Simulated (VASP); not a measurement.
**GaSb3: single point with PBEsol**

The system is GaSb3.

```xyz
4
Lattice="0.0000 3.5818 3.8809 3.5818 0.0000 3.8809 3.5818 3.5818 0.0000" Properties=species:S:1:pos:R:3 pbc="T T T"
Ga    0.0000    0.0000    0.0000
Sb    1.7909    1.7909    1.9404
Sb    5.3727    5.3727    5.8213
Sb    3.5818    3.5818    3.8809
```

* Program: VASP 6.6.1
* Task: single point
* Functional: PBEsol
* Potentials or basis: VASP PAW PBE potentials, release 64 (Ga_d, Sb)
* Cutoff: 520 eV
* k mesh: 10 × 10 × 10
* Occupations: gaussian, width 0.15 eV
* Spin: no spin polarisation
* Dipole correction: no
* Further INCAR settings: ALGO = Normal; EDIFF = 1e-06; NBANDS = 22

The pressure is -1.3 GPa and the band gap on the k mesh is zero (bands 14 and 15 overlap by 4.28 eV).

Stress tensor (GPa, compression positive):
```
-0.54  0.00  0.00
 0.00 -0.54  0.00
 0.00  0.00 -2.71
```

Levels at points of the mesh, in eV from the Fermi level:
| k point | band 10 | band 11 | band 12 | band 13 | band 14 | band 15 | band 16 | band 17 | band 18 | band 19 |
| --- | --- | --- | --- | --- | --- | --- | --- | --- | --- | --- |
| (0.00, 0.00, 0.00) | -2.86 | -2.86 | -2.86 | -2.45 | -2.45 | -2.34 | -1.11 | -0.42 | -0.42 | 3.25 |
| (0.50, 0.00, 0.00) | -3.75 | -3.52 | -2.85 | -2.60 | -0.28 | 0.04 | 1.77 | 2.52 | 2.67 | 3.38 |
| (0.50, 0.50, 0.00) | -5.25 | -5.25 | 1.03 | 1.33 | 1.33 | 1.61 | 1.67 | 2.08 | 2.08 | 3.53 |
| (0.50, 0.00, 0.50) | -5.54 | -5.41 | 0.38 | 0.44 | 0.66 | 1.24 | 1.71 | 2.51 | 2.59 | 4.10 |

Wall time 4.9 min on 1 thread of Intel Xeon 8259CL, on a shared host, peak memory 0.38 GiB.

Caveat: the PAW data sets were made with another functional, which shifts forces and pressure a little; spin-orbit coupling is left out, which moves the levels of the heavy elements.
